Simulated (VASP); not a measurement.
Wanted: the native input for a VASP 6.6.1 run.

```yaml
Task: single point
Functional: r2SCAN
Potentials_or_basis: VASP PAW PBE potentials, release 64 (Na_pv, S)
Cutoff: 550 eV
k_mesh: 6 × 6 × 6
Occupations: gaussian, width 0.01 eV
Spin: no spin polarisation
Dipole_correction: no
Further_INCAR_settings: ALGO = Normal; EDIFF = 1e-06; NBANDS = 17
```

Na2S:

```xyz
3
Lattice="2.9742 2.9742 0.0000 -2.9742 2.9742 0.0000 0.0000 2.9742 2.9742" Properties=species:S:1:pos:R:3 pbc="T T T"
Na   -1.4871    4.4613    1.4871
Na    1.4871    4.4613    1.4871
S     0.0000    0.0000    0.0000
```

The input as run:

POSCAR

```
Na2S
1.0
    2.9741768894      2.9741768894      0.0000000000
   -2.9741768894      2.9741768894      0.0000000000
    0.0000000000      2.9741768894      2.9741768894
Na S
2 1
Direct
    0.2500000000      0.7500000000      0.5000000000
    0.7500000000      0.2500000000      0.5000000000
    0.0000000000      0.0000000000      0.0000000000
```

INCAR.step1

```
SYSTEM = Na2S
  PREC = Accurate
  ENCUT = 550
  ISMEAR = 0
  SIGMA = 0.01
  LREAL = .False.
  LASPH = .True.
  NELM = 120
  NBANDS = 17
  GGA = PE
  ALGO = Normal
  EDIFF = 1E-5
  LWAVE = .True.
  LCHARG = .False.
  GGA_COMPAT = .False.
```

INCAR.step2

```
SYSTEM = Na2S
  PREC = Accurate
  ENCUT = 550
  EDIFF = 1E-6
  ISMEAR = 0
  SIGMA = 0.01
  LREAL = .False.
  LASPH = .True.
  NELM = 120
  ALGO = Normal
  ISIF = 2
  LWAVE = .False.
  LCHARG = .False.
  METAGGA = R2SCAN
  LMIXTAU = .True.
  NBANDS = 17
  ISTART = 1
  GGA_COMPAT = .False.
```

KPOINTS

```
Automatic mesh
0
Gamma
  6 6 6
  0 0 0
```

Potentials or basis: VASP PAW PBE potentials, release 64 (Na_pv, S).

Command:

```console
$ cat potpaw_PBE.64/Na_pv/POTCAR potpaw_PBE.64/S/POTCAR > POTCAR
$ cp INCAR.step1 INCAR
$ mpirun -np 1 vasp_std > vasp.out
$ cp INCAR.step2 INCAR
$ mpirun -np 1 vasp_std > vasp.out
```

Results of the run:

The pressure is 15.0 GPa and the band gap on the k mesh is 4.22 eV.

Caveat: the cell stands under pressure; the PAW data sets were made with another functional, which shifts forces and pressure a little.

Wall time 70 s on 1 thread of Intel Xeon 8259CL, on a shared host, peak memory 0.18 GiB.
